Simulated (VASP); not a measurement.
# SiC (P6_3mc) in VASP: notebook

The runs below take SiC through relaxation of cell and atoms, relaxation of shape and atoms at fixed volume, with PBE.

Everything below comes from runs of VASP 6.6.1. Logs are shortened: lines on timing, memory, paths and dates and some standing lists are left out, and cuts for length are marked.

### 1 The cell of the first run

Symmetry: P6_3mc, No. 186, hexagonal system. Conventional cell: a = 3.092 Å, b = 3.092 Å, c = 5.074 Å, α = 90.00°, β = 90.00°, γ = 120.00°. Within 2.5 Å of Si (site symmetry 3m) lie 4 C at 1.89 to 1.91 Å. C (site symmetry 3m) has 4 Si at 1.89 to 1.91 Å within 2.5 Å.

### 2 Relaxation of cell and atoms, PBE

INCAR reads:

```
SYSTEM = SiC
PREC = Accurate ; ENCUT = 600
EDIFF = 1E-6 ; ISMEAR = 0
SIGMA = 0.02 ; LREAL = .False.
LASPH = .True. ; NELM = 60
ALGO = Normal ; ISIF = 3
LWAVE = .False. ; LCHARG = .False.
GGA = PE ; IBRION = 2
NSW = 100 ; EDIFFG = -0.005
```

KPOINTS reads:

```
Automatic mesh
0
Gamma
  12 12 6
  0 0 0
```

POSCAR reads:

```
SiC
1.0
    3.0917665531      0.0000000000      0.0000000000
   -1.5458832765      2.6775483776      0.0000000000
    0.0000000000      0.0000000000      5.0740210596
Si C
2 2
Direct
    0.3333333333      0.6666666667      0.0045635119
    0.6666666667      0.3333333333      0.5045635119
    0.3333333333      0.6666666667      0.3804364881
    0.6666666667      0.3333333333      0.8804364881
```

Potentials or basis: VASP PAW PBE potentials, release 64 (Si, C).

Run with:

```
$ cat potpaw_PBE.64/Si/POTCAR potpaw_PBE.64/C/POTCAR > POTCAR
$ mpirun -np 1 vasp_std > vasp.out
```

OUTCAR:

```text
SYSTEM = SiC
   PREC = Accurate
   ENCUT = 600
   EDIFF = 1E-6
   ISMEAR = 0
   LREAL = .False.
   LASPH = .True.
   NELM = 60
   ISIF = 3
   GGA = PE
   IBRION = 2
   NSW = 100
   EDIFFG = -0.005

 ion  position               nearest neighbor table
   1  0.333  0.667  0.005-   4 1.89   4 1.89   4 1.89   3 1.91   2 3.10   2 3.10   2 3.10   2 3.10
                             2 3.10   2 3.10
   2  0.667  0.333  0.505-   3 1.89   3 1.89   3 1.89   4 1.91   1 3.10   1 3.10   1 3.10   1 3.10
                             1 3.10   1 3.10
   3  0.333  0.667  0.380-   2 1.89   2 1.89   2 1.89   1 1.91
   4  0.667  0.333  0.880-   1 1.89   1 1.89   1 1.89   2 1.91

  LATTYP: Found a hexagonal cell.
 ALAT       =     3.0917665531
 C/A-ratio  =     1.6411397732

  Lattice vectors:

 A1 = (   3.0917665531,   0.0000000000,   0.0000000000)
 A2 = (  -1.5458832765,   2.6775483776,   0.0000000000)
 A3 = (   0.0000000000,   0.0000000000,   5.0740210596)

Analysis of symmetry for initial positions (statically):
=====================================================================
 Subroutine PRICEL returns:
 Original cell was already a primitive cell.

 Routine SETGRP: Setting up the symmetry group for a
 hexagonal supercell.

 Subroutine GETGRP returns: Found 12 space group operations
 (whereof  6 operations were pure point group operations)
 out of a pool of 24 trial point group operations.

The static configuration has the point symmetry C_3v.
 The point group associated with its full space group is C_6v.

Analysis of symmetry for dynamics (positions and initial velocities):
=====================================================================
 Subroutine PRICEL returns:
 Original cell was already a primitive cell.

 Routine SETGRP: Setting up the symmetry group for a
 hexagonal supercell.

 Subroutine GETGRP returns: Found 12 space group operations
 (whereof  6 operations were pure point group operations)
 out of a pool of 24 trial point group operations.

The dynamic configuration has the point symmetry C_3v.
 The point group associated with its full space group is C_6v.

 Subroutine INISYM returns: Found 12 space group operations
 (whereof  6 operations are pure point group operations),
 and found     1 'primitive' translations

----------------------------------------------------------------------------------------

                                     Primitive cell

  volume of cell :      42.0045

[... 113 lines left out ...]
  volume/ion in A,a.u.               =      10.50        70.87
  Fermi-wavevector in a.u.,A,eV,Ry     =   1.186723  2.242581 19.161244  1.408312
  Thomas-Fermi vector in A             =   2.322890
   LORBIT       =      0    0 simple, 1 ext, 2 COOP (PROOUT), +10 PAW based schemes
   GGA     = PE    functional components
   LHFCALC =     F    Hartree Fock is set to
   AEXX    =    0.0000 exact exchange contribution
   IVDW    =     0    specifies the selected vdW correction
   LEPSILON=     F    determine dielectric tensor
   LRPA    =     F    only Hartree local field effects (RPA)
 conjugate gradient relaxation of ions
 non-spin polarized calculation
 Gauss-broadening in eV      SIGMA  =   0.02
  energy-cutoff  :      600.00
  volume of cell :       42.00
 maximum number of plane-waves:      1420
 NGX is ok and might be reduce to    28
   NGX = 13   NGY = 13   NGZ = 21

--------------------------------------- Ionic step        1  -------------------------------------------

 number of electron      16.0000000 magnetization

 Free energy of the ion-electron system (eV)
  ---------------------------------------------------
  ext. energy  EPLUGINS =         0.00000000
  ---------------------------------------------------
  free energy    TOTEN  =       -30.11300106 eV

  energy without entropy =      -30.11300106  energy(sigma->0) =      -30.11300106

------------------------ aborting loop because EDIFF is reached ----------------------------------------

  FORCE on cell =-STRESS in cart. coord.  units (eV):
  Direction    XX          YY          ZZ          XY          YZ          ZX
  --------------------------------------------------------------------------------------
  -------------------------------------------------------------------------------------
  Total       -0.0375565     -0.0375565     -0.0400323     -0.0000000      0.0000000      0.0000000
  in kB       -1.4325145     -1.4325145     -1.5269497     -0.0000000      0.0000000      0.0000000
  external PRESSURE =      -1.4639929 kB  Pullay stress =       0.0000000 kB
[... 63 lines left out ...]
--------------------------------------- Ionic step        3  -------------------------------------------

 number of electron      16.0000000 magnetization

 Free energy of the ion-electron system (eV)
  ---------------------------------------------------
  ext. energy  EPLUGINS =         0.00000000
  ---------------------------------------------------
  free energy    TOTEN  =       -30.11301657 eV

  energy without entropy =      -30.11301657  energy(sigma->0) =      -30.11301657

 E-fermi :   8.2200     XC(G=0): -11.2863

 val. band max:        8.0930060138   @ k =   0.0000   0.0000   0.0000
 cond. band min:      10.3957159561   @ k =   0.3333   0.3333   0.0000
 fundamental gap:      2.3027099424
 Fermi energy:         8.2199840716

 k-point     1 :       0.0000    0.0000    0.0000
  band No.  band energies     occupation
      1      -7.3590      2.00000
      2      -3.8468      2.00000
      3      -0.5198      2.00000
      4       6.7833      2.00000
      5       6.7833      2.00000
      6       7.9833      2.00000
      7       8.0930      2.00000
      8       8.0930      2.00000
      9      12.7742      0.00000
     10      14.1470      0.00000
     11      14.6730      0.00000
     12      14.6730      0.00000
[... 331 lines left out ...]
 k-point    24 :       0.3333    0.0000    0.1667
  band No.  band energies     occupation
      1      -5.4074      2.00000
      2      -2.8895      2.00000
      3       0.8080      2.00000
      4       2.5140      2.00000
      5       3.3376      2.00000
      6       5.2699      2.00000
      7       6.5032      2.00000
      8       6.9948      2.00000
      9      11.4456      0.00000
     10      12.5526      0.00000
     11      14.8276      0.00000
     12      15.8573      0.00000

 [... further k-points ...]

------------------------ aborting loop because EDIFF is reached ----------------------------------------

  FORCE on cell =-STRESS in cart. coord.  units (eV):
  Direction    XX          YY          ZZ          XY          YZ          ZX
  --------------------------------------------------------------------------------------
  -------------------------------------------------------------------------------------
  Total       -0.0001123     -0.0001123      0.0031076     -0.0000000      0.0000000      0.0000000
  in kB       -0.0042848     -0.0042848      0.1186161     -0.0000000      0.0000000      0.0000000
  external PRESSURE =       0.0366822 kB  Pullay stress =       0.0000000 kB
[... 19 lines left out ...]
  FREE ENERGIE OF THE ION-ELECTRON SYSTEM (eV)
  ---------------------------------------------------
  free  energy   TOTEN  =       -30.1130165704 eV

  energy  without entropy=      -30.1130165704  energy(sigma->0) =      -30.11301657

 reached required accuracy - stopping structural energy minimisation
```

Wall time 1.9 min (1 thread of Intel Xeon 8259CL, shared host); peak memory 0.2 GiB.

What came out:

```
Free energy                           : -30.1130 eV
Relaxed volume                        : 10.49 Å³/atom
Relaxed cell                          : a = 3.091 Å, b = 3.091 Å, c = 5.073 Å, α = 90.00°, β = 90.00°, γ = 120.00°
Space group after relaxing (to 0.1 Å) : P6_3mc (No. 186)
Energy gained by relaxing             : 0.0 meV/atom
Ionic steps                           : 3
Pressure after relaxing               : 0.0 GPa
Band gap on the k mesh                : 2.30 eV (least direct gap 3.94 eV)
```

Final structure:
```
Si C
1.0
     3.09105    0.00000    0.00000
    -1.54553    2.67693    0.00000
     0.00000    0.00000    5.07277
Si C
2 2
Direct
  0.33333 0.66667 0.00458
  0.66667 0.33333 0.50458
  0.33333 0.66667 0.38042
  0.66667 0.33333 0.88042
```

A k mesh can miss the band edges. A hybrid or GW would open this gap; PBE tends to underestimate it.

### 3 Relaxation of shape and atoms at fixed volume, PBE (10.82 Å³/atom)

This run uses another cell than the first one, of 10.82 Å³/atom.

INCAR reads:

```
ALGO = Normal
EDIFF = 1E-6
EDIFFG = -0.01
ENCUT = 600
GGA = PE
IBRION = 2
ISIF = 4
ISMEAR = 0
LASPH = T
LCHARG = F
LREAL = F
LWAVE = F
NELM = 100
NSW = 50
PREC = Accurate
SIGMA = 0.02
```

KPOINTS reads:

```
k-points
0
Gamma
  12 12 6
```

POSCAR reads:

```
SiC
1.0
    3.1223800941      0.0000000000      0.0000000000
   -1.5611900470      2.7040604818      0.0000000000
    0.0000000000      0.0000000000      5.1242621593
Si C
2 2
Direct
    0.3333333333      0.6666666667      0.0045635119
    0.6666666667      0.3333333333      0.5045635119
    0.3333333333      0.6666666667      0.3804364881
    0.6666666667      0.3333333333      0.8804364881
```

Potentials or basis: VASP PAW PBE potentials, release 64 (Si, C).

Run with:

```
$ cat potpaw_PBE.64/Si/POTCAR potpaw_PBE.64/C/POTCAR > POTCAR
$ mpirun -np 1 vasp_std > vasp.out
```

Wall time 68 s (1 thread of Intel Xeon 8259CL, shared host); peak memory 0.19 GiB.

It converged, with:

- Free energy: -30.0891 eV
- Pressure after relaxing: -6.1 GPa
- Band gap on the k mesh: 2.36 eV (least direct gap 3.88 eV)

Forces on the atoms (eV/Å):
```
Si   0.000  0.000 -0.002
Si   0.000  0.000 -0.002
C    0.000  0.000  0.002
C    0.000  0.000  0.002
```

Stress tensor (GPa, compression positive):
```
-6.13  0.00  0.00
 0.00 -6.13  0.00
 0.00  0.00 -5.99
```

Final structure:
```
CELL_PARAMETERS angstrom
3.12238 0.00000 0.00000
-1.56119 2.70406 0.00000
0.00000 0.00000 5.12426
ATOMIC_POSITIONS crystal
Si 0.33333 0.66667 0.00456
Si 0.66667 0.33333 0.50456
C 0.33333 0.66667 0.38044
C 0.66667 0.33333 0.88044
```

Levels at points of the mesh, in eV from the valence-band top:
```
           k point  band 4  band 5  band 6  band 7  band 8  band 9  band 10  band 11  band 12
(0.00, 0.00, 0.00)   -1.29   -1.29   -0.11    0.00    0.00    4.43     5.73     6.41     6.41
(0.50, 0.00, 0.00)   -6.18   -5.27   -3.23   -3.16   -1.18    2.70     4.18     6.53     6.96
(0.00, 0.00, 0.50)   -4.35   -0.70   -0.70   -0.70   -0.70    5.51     5.51     7.11     7.11
(0.50, 0.00, 0.50)   -8.06   -2.38   -2.38   -2.28   -2.28    3.19     3.19     5.07     5.07
```

Caveat: the relaxation stopped at its first step, so nothing moved.

### 4 Relaxation of shape and atoms at fixed volume, PBE (11.13 Å³/atom)

This run uses another cell than the first one, of 11.13 Å³/atom.

INCAR reads:

```
PREC     = Accurate       # precision mode
ENCUT    = 600            # plane-wave cutoff, eV
EDIFF    = 1E-6           # SCF threshold, eV
ISMEAR   = 0              # smearing method
SIGMA    = 0.02           # smearing width, eV
LREAL    = F              # projectors in reciprocal space
LASPH    = T              # aspherical terms in the spheres
NELM     = 100            # most SCF steps
ALGO     = Normal         # electronic algorithm
ISIF     = 4              # what is computed and relaxed
LWAVE    = F              # write WAVECAR
LCHARG   = F              # write CHGCAR
GGA      = PE             # functional
IBRION   = 2              # ionic algorithm
NSW      = 50             # ionic steps
EDIFFG   = -0.01          # ionic threshold
```

KPOINTS reads:

```
Automatic mesh
0
Gamma
  12 12 6
```

POSCAR reads:

```
SiC
1.0
    3.1524048215      0.0000000000      0.0000000000
   -1.5762024107      2.7300626585      0.0000000000
    0.0000000000      0.0000000000      5.1735369336
Si C
2 2
Direct
    0.3333333333      0.6666666667      0.0045635119
    0.6666666667      0.3333333333      0.5045635119
    0.3333333333      0.6666666667      0.3804364881
    0.6666666667      0.3333333333      0.8804364881
```

Run with:

```
$ cat potpaw_PBE.64/Si/POTCAR potpaw_PBE.64/C/POTCAR > POTCAR
$ mpirun -np 1 vasp_std > vasp.out
```

It took 97 s on 1 thread of Intel Xeon 8259CL, shared host; peak memory 0.2 GiB.

Results (log left out):

| Item | Value |
| --- | --- |
| Free energy | -30.0218 eV |
| Energy gained by relaxing | 0.0 meV/atom |
| Ionic steps | 2 |
| Pressure after relaxing | -11.2 GPa |
| Largest force after relaxing | 0.008 eV/Å |
| Band gap on the k mesh | 2.41 eV (least direct gap 3.84 eV) |

Forces in eV/Å, atoms in the order of the input:
```
Si   0.000  0.000  0.008
Si   0.000  0.000  0.008
C    0.000  0.000 -0.008
C    0.000  0.000 -0.008
```

Stress tensor (GPa, compression positive):
```
-11.13   0.00   0.00
  0.00 -11.13   0.00
  0.00   0.00 -11.32
```

Final structure:
```
Si C
1.0
     3.15151    0.00000    0.00000
    -1.57575    2.72929    0.00000
     0.00000    0.00000    5.17648
Si C
2 2
Direct
  0.33333 0.66667 0.00450
  0.66667 0.33333 0.50450
  0.33333 0.66667 0.38050
  0.66667 0.33333 0.88050
```

Levels at points of the mesh, in eV from the valence-band top:
```tsv
k point	band 4	band 5	band 6	band 7	band 8	band 9	band 10	band 11	band 12
(0.00, 0.00, 0.00)	-1.27	-1.27	-0.10	0.00	0.00	4.21	5.41	6.25	6.25
(0.50, 0.00, 0.00)	-6.13	-5.16	-3.16	-3.07	-1.17	2.67	4.15	6.31	6.86
(0.00, 0.00, 0.50)	-4.30	-0.69	-0.69	-0.69	-0.69	5.28	5.28	6.97	6.97
(0.50, 0.00, 0.50)	-7.93	-2.34	-2.34	-2.25	-2.25	3.12	3.12	4.95	4.95
```

### 5 Relaxation of shape and atoms at fixed volume, PBE (11.55 Å³/atom)

This run uses another cell than the first one, of 11.55 Å³/atom.

INCAR reads:

```
ALGO     = Normal         # electronic algorithm
EDIFF    = 1E-6           # SCF threshold, eV
EDIFFG   = -0.01          # ionic threshold
ENCUT    = 600            # plane-wave cutoff, eV
GGA      = PE             # functional
IBRION   = 2              # ionic algorithm
ISIF     = 4              # what is computed and relaxed
ISMEAR   = 0              # smearing method
LASPH    = True           # aspherical terms in the spheres
LCHARG   = False          # write CHGCAR
LREAL    = False          # projectors in reciprocal space
LWAVE    = False          # write WAVECAR
NELM     = 60             # most SCF steps
NSW      = 50             # ionic steps
PREC     = Accurate       # precision mode
SIGMA    = 0.02           # smearing width, eV
```

KPOINTS reads:

```
k-points
0
Gamma
  12 12 6
```

POSCAR reads:

```
SiC
1.0
    3.1909546056      0.0000000000      0.0000000000
   -1.5954773028      2.7634477508      0.0000000000
    0.0000000000      0.0000000000      5.2398286834
Si C
2 2
Direct
    0.3333333333      0.6666666667      0.0045991395
    0.6666666667      0.3333333333      0.5045991395
    0.3333333333      0.6666666667      0.3804008605
    0.6666666667      0.3333333333      0.8804008605
```

Run with:

```
$ cat potpaw_PBE.64/Si/POTCAR potpaw_PBE.64/C/POTCAR > POTCAR
$ mpirun -np 1 vasp_std > vasp.out
```

Wall time 93 s (1 thread of Intel Xeon 8259CL, shared host); peak memory 0.2 GiB.

It converged, with:

```
Free energy                  : -29.8747 eV
Energy gained by relaxing    : 0.0 meV/atom
Ionic steps                  : 2
Pressure after relaxing      : -16.9 GPa
Largest force after relaxing : 0.008 eV/Å
Band gap on the k mesh       : 2.47 eV (least direct gap 3.77 eV)
```

Forces on the atoms (eV/Å):
```
Si   0.000  0.000  0.008
Si   0.000  0.000  0.008
C    0.000  0.000 -0.008
C    0.000  0.000 -0.008
```

Stress tensor (GPa, compression positive):
```
-16.88   0.00   0.00
  0.00 -16.88   0.00
  0.00   0.00 -17.01
```

Final structure:
```
Si C
1.0
     3.19038    0.00000    0.00000
    -1.59519    2.76295    0.00000
     0.00000    0.00000    5.24170
Si C
2 2
Cartesian
  0.0000 1.8420 0.0233
  1.5952 0.9210 2.6441
  0.0000 1.8420 1.9948
  1.5952 0.9210 4.6156
```

Levels at points of the mesh, in eV from the valence-band top:
```tsv
k point	band 6	band 7	band 8	band 9	band 10	band 11
(0.00, 0.00, 0.00)	-0.10	0.00	0.00	3.92	5.00	6.05
(0.50, 0.00, 0.00)	-3.09	-2.97	-1.16	2.61	4.11	6.03
(0.00, 0.00, 0.50)	-0.68	-0.68	-0.68	4.97	4.97	6.78
(0.50, 0.00, 0.50)	-2.29	-2.21	-2.21	3.03	3.03	4.81
```

A k mesh can miss the band edges.

### 6 Summary

| task | cell | gap on the mesh (eV) | pressure (GPa) | largest force (eV/Å) |
| --- | --- | --- | --- | --- |
| relaxation of cell and atoms | relaxed from a = 3.092, b = 3.092, c = 5.074 Å, angles 90.0, 90.0, 120.0°, 4 atoms | 2.30 | 0.0 | - |
| relaxation of shape and atoms at fixed volume | relaxed from a = 3.122, b = 3.122, c = 5.124 Å, angles 90.0, 90.0, 120.0°, 4 atoms | 2.36 | -6.1 | - |
| relaxation of shape and atoms at fixed volume | relaxed from a = 3.152, b = 3.152, c = 5.174 Å, angles 90.0, 90.0, 120.0°, 4 atoms | 2.41 | -11.2 | 0.01 |
| relaxation of shape and atoms at fixed volume | relaxed from a = 3.191, b = 3.191, c = 5.240 Å, angles 90.0, 90.0, 120.0°, 4 atoms | 2.47 | -16.9 | 0.01 |

Alike in all rows: level PBE; potentials or basis VASP PAW PBE potentials, release 64 (Si, C); no spin polarisation; k mesh 12 × 12 × 6; cutoff (eV) 600; smearing gaussian 0.02 eV.

Caveats: the relaxation stopped at its first step, so nothing moved (at least some runs).

Absolute energies hang on the potentials; compare differences alone.
